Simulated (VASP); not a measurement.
A run of VASP 6.6.1:

Contents of INCAR:

```
ALGO = Normal
EDIFF = 1E-8
ENCUT = 520
GGA = PE
ISIF = 2
ISMEAR = -1
LASPH = T
LCHARG = F
LEFG = T
LREAL = F
LWAVE = F
NBANDS = 26
NELM = 80
PREC = Accurate
SIGMA = 0.08
```

KPOINTS

```
k-points
0
Gamma
  6 6 11
```

File POSCAR:

```
InSb
1.0
    5.2476427844      0.0000000000      0.0000000000
    0.0000000000      5.5953958530      0.0000000000
    0.0000000000      0.0000000000      3.0004722510
In Sb
2 2
Direct
    0.0000000000      0.0000000000      0.0000000000
    0.5000000000      0.5000000000      0.0000000000
    0.5000000000      0.0000000000      0.8350000000
    0.0000000000      0.5000000000      0.1650000000
```

Potentials or basis: VASP PAW PBE potentials, release 64 (In_d, Sb).

The run is started by

```bash
$ cat potpaw_PBE.64/In_d/POTCAR potpaw_PBE.64/Sb/POTCAR > POTCAR
$ mpirun -np 1 vasp_std > vasp.out
```

Hardware: 1 thread of Intel Xeon 6975P-C (shared host).

Estimate the wall time of this run.

It took 2.3 min on 1 thread of Intel Xeon 6975P-C, on a shared host, peak memory 0.33 GiB. Counts: scf iterations 15, k points 96.
